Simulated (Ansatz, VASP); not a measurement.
**Two plane-wave programs on MgO**

```
CELL_PARAMETERS angstrom
0.00000 2.14176 2.14176
2.14176 0.00000 2.14176
2.14176 2.14176 0.00000
ATOMIC_POSITIONS crystal
Mg 0.00000 0.00000 0.00000
O 0.50000 0.50000 0.50000
```

Alike in both runs: functional PBE; k mesh 10 × 10 × 10; occupations methfessel-paxton of order 1, width 0.0138 eV; no spin polarisation.

Ansatz relaxed the structure, and its values are those at the end. VASP's run is a single point on that final structure, the one shown.

|  | VASP | Ansatz |
| --- | --- | --- |
| version | VASP 6.6.1 | Ansatz 0.2.0 |
| potentials or method | VASP PAW PBE potentials, release 64 (Mg, O), cutoff 520 eV | PAW plane waves |
| valence electrons in the cell | 8 | 16 |

```csv
,VASP,Ansatz,Ansatz less VASP
gap on the k mesh at the Fermi level (eV),4.25,4.27,+0.019
pressure (GPa),-3.7,-3.0,+0.74
```

The functional is the same, so the differences come from potentials, cutoffs and numerics. VASP's potentials hold 8 valence electrons a cell and Ansatz's 16, so a difference there can come from the potentials and not from the codes. Ansatz's warnings: stress scf threshold loose.
